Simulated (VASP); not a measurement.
A run of VASP 6.6.1 is set up as follows.

INCAR

```
PREC = Accurate ; ENCUT = 520
EDIFF = 1E-6 ; ISMEAR = 0
SIGMA = 0.1 ; LREAL = False
LASPH = True ; NELM = 100
ALGO = Normal ; ISIF = 2
LWAVE = False ; LCHARG = False
LDIPOL = True ; IDIPOL = 3
DIPOL = 0.5 0.5 0.281 ; GGA = PE
NBANDS = 56
```

KPOINTS

```
regular mesh
0
Gamma
  4 4 1
```

File POSCAR:

```
Ca8CO
1.0
    7.8132359319      0.0000000000      0.0000000000
    0.0000000000      7.8132359319      0.0000000000
    0.0000000000      0.0000000000     20.6093934330
Ca C O
8 1 1
Direct
    0.2500000000      0.2500000000      0.1940862555
    0.2500000000      0.7500000000      0.1940862555
    0.7500000000      0.2500000000      0.1940862555
    0.7500000000      0.7500000000      0.1940862555
    0.0000000000      0.0000000000      0.3206981057
    0.0000000000      0.5000000000      0.3206981057
    0.5000000000      0.0000000000      0.3206981057
    0.5000000000      0.5000000000      0.3206981057
    0.1293713631      0.7500000000      0.3750422572
    0.3706286369      0.7500000000      0.3750422572
```

Potentials or basis: VASP PAW PBE potentials, release 64 (Ca_sv, C, O).

Run with:

```console
$ cat potpaw_PBE.64/Ca_sv/POTCAR potpaw_PBE.64/C/POTCAR potpaw_PBE.64/O/POTCAR > POTCAR
$ mpirun -np 1 vasp_std > vasp.out
```

Task: What does it give for the band gap on the k mesh?

Result: Zero (bands 45 and 46 overlap by 0.09 eV).

Task: Estimate the largest force.

Result: 3.305 eV/Å.

Forces on the atoms (eV/Å):
```
Ca   0.018  0.000 -0.224
Ca  -0.086  0.000  0.180
Ca  -0.016  0.000 -0.113
Ca   0.093  0.000 -0.236
Ca   0.153 -0.326  0.448
Ca   0.153  0.326  0.448
Ca  -0.833 -1.143  0.911
Ca  -0.833  1.143  0.911
C    3.118  0.000 -1.096
O   -1.766  0.000 -1.229
```
